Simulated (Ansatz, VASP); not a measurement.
# Cd: VASP beside Ansatz

```
Cd
1.0
    -1.86554    1.86554    1.86554
     1.86554   -1.86554    1.86554
     1.86554    1.86554   -1.86554
Cd
1
Direct
  0.00000 0.00000 0.00000
```

Alike in both runs: task single point; functional PBE; k mesh 16 × 16 × 16; occupations gaussian, width 0.1 eV; no spin polarisation.

|  | VASP | Ansatz |
| --- | --- | --- |
| version | VASP 6.6.1 | Ansatz 0.2.0 |
| potentials or method | VASP PAW PBE potentials, release 64 (Cd), cutoff 520 eV | scalar-relativistic, plane waves, PAW |
| valence electrons in the cell | 12 | 20 |

Ansatz gave:

| Item | Value |
| --- | --- |
| gap on the k mesh at the Fermi level (eV) | none |
| pressure (GPa) | -2.8 |

Question: Estimate VASP's values.

Answer: gap on the k mesh at the Fermi level (eV): none; pressure (GPa): -2.7.

A gap of «none» marks a metal or a gap that the smearing closes. The functional is the same, so the differences come from potentials, cutoffs and numerics. VASP's potentials hold 12 valence electrons a cell and Ansatz's 20, so a difference there can come from the potentials and not from the codes.
